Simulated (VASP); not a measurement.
Write the native input for VASP 6.6.1 that does the following.

* Task: single point
* Functional: LDA
* Potentials or basis: VASP PAW LDA potentials, release 64 (Ba_sv, Zr_sv, O)
* Cutoff: 600 eV
* k mesh: 6 × 6 × 6
* Occupations: gaussian, width 0.02 eV
* Spin: no spin polarisation
* Dipole correction: no
* Further INCAR settings: ALGO = Normal; EDIFF = 1e-06; NBANDS = 28

The structure of BaZrO3 (kl) lies in POSCAR:

```
BaZrO3
1.0
    4.1475220532      0.0000000000      0.0000000000
    0.0000000000      4.1475220532      0.0000000000
    0.0000000000      0.0000000000      4.1475220532
Ba Zr O
1 1 3
Direct
    0.0000000000      0.0000000000      0.0000000000
    0.5000000000      0.5000000000      0.5000000000
    0.5000000000      0.0000000000      0.5000000000
    0.5000000000      0.5000000000      0.0000000000
    0.0000000000      0.5000000000      0.5000000000
```

One way to write it, as run:

INCAR

```
SYSTEM = BaZrO3
PREC     = Accurate       ! precision mode
ENCUT    = 600            ! plane-wave cutoff, eV
EDIFF    = 1E-6           ! SCF threshold, eV
ISMEAR   = 0              ! smearing method
SIGMA    = 0.02           ! smearing width, eV
LREAL    = .False.        ! projectors in reciprocal space
LASPH    = .True.         ! aspherical terms in the spheres
NELM     = 120            ! most SCF steps
ALGO     = Normal         ! electronic algorithm
ISIF     = 2              ! what is computed and relaxed
LWAVE    = .False.        ! write WAVECAR
LCHARG   = .False.        ! write CHGCAR
GGA      = CA             ! functional
NBANDS   = 28             ! bands
GGA_COMPAT= .False.
```

KPOINTS

```
regular mesh
0
Gamma
  6 6 6
  0 0 0
```

Potentials or basis: VASP PAW LDA potentials, release 64 (Ba_sv, Zr_sv, O).

Run with:

```bash
$ cat potpaw_LDA.64/Ba_sv/POTCAR potpaw_LDA.64/Zr_sv/POTCAR potpaw_LDA.64/O/POTCAR > POTCAR
$ mpirun -np 1 vasp_std > vasp.out
```

Results of the run:

The pressure is 1.3 GPa. The band gap on the k mesh is 3.13 eV, indirect (least direct gap 3.31 eV).

Caveat: spin-orbit coupling is left out, which moves the levels of the heavy elements.

Run time: 46 s on 1 thread of Intel Xeon 6975P-C, with other jobs on the host, peak memory 0.2 GiB.
